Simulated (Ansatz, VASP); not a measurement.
One calculation of SnSe5, two programs

```
Sn Se
1.0
     5.60436    0.00000    0.00000
    -2.80218    4.85351    0.00000
     0.00000    0.00000    5.74642
Sn Se
1 5
Cartesian
  0.0000 0.0000 0.0000
  0.0000 3.2357 1.1302
  2.8022 1.6178 1.1302
  2.8022 1.6178 4.6163
  0.0000 3.2357 4.6163
  0.0000 0.0000 2.8732
```

Alike in both runs: functional PBE; k mesh 12 × 12 × 8; occupations gaussian, width 0.1 eV; no spin polarisation.

Ansatz relaxed the structure, and its values are those at the end. VASP's run is a single point on that final structure, the one shown.

|  | VASP | Ansatz |
| --- | --- | --- |
| version | VASP 6.6.1 | Ansatz 0.2.0 |
| potentials or method | VASP PAW PBE potentials, release 64 (Sn_d, Se), cutoff 520 eV | scalar-relativistic, plane waves, PAW |
| valence electrons in the cell | 44 | 94 |

|  | VASP | Ansatz | Ansatz less VASP |
| --- | --- | --- | --- |
| gap on the k mesh at the Fermi level (eV) | none | none | - |
| pressure (GPa) | 0.1 | 0.0 | -0.06 |
| rms of the force components (eV/Å) | 0.020 | 0.002 | -0.0180 |

A gap of «none» marks a metal or a gap that the smearing closes. VASP's potentials hold 44 valence electrons a cell and Ansatz's 94, so a difference there can come from the potentials and not from the codes.
